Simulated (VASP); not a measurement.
Runs of VASP 6.6.1 on CaO. The structure is that of space group F-43m (No. 216), or close to it. The cells are those of the table. 

| level | cell | smearing | gap on the mesh (eV) | pressure (GPa) |
| --- | --- | --- | --- | --- |
| PBE | a = 3.750 Å, angles 58.9°, 2 atoms | fermi-dirac 0.02 eV | 3.22 | -0.2 |
| r2SCAN | a = 3.894 Å, angles 60.0°, 2 atoms | gaussian 0.01 eV | 3.17 | (a) |
| PBE | a = 3.894 Å, angles 60.0°, 2 atoms | fermi-dirac 0.02 eV | 2.77 | -8.0 |
| r2SCAN | a = 3.750 Å, angles 58.9°, 2 atoms | gaussian 0.01 eV | (b) | (c) |

Alike in all rows: task single point; potentials or basis VASP PAW PBE potentials, release 64 (Ca_sv, O); no spin polarisation; k mesh 8 × 8 × 8; cutoff (eV) 520.

**Question.** Estimate the missing entries.

**Answer.** (a) -9.2; (b) 3.63; (c) -1.2.

Caveats: the PAW data sets were made with another functional, which shifts forces and pressure a little (some runs).

A k mesh can miss the band edges.
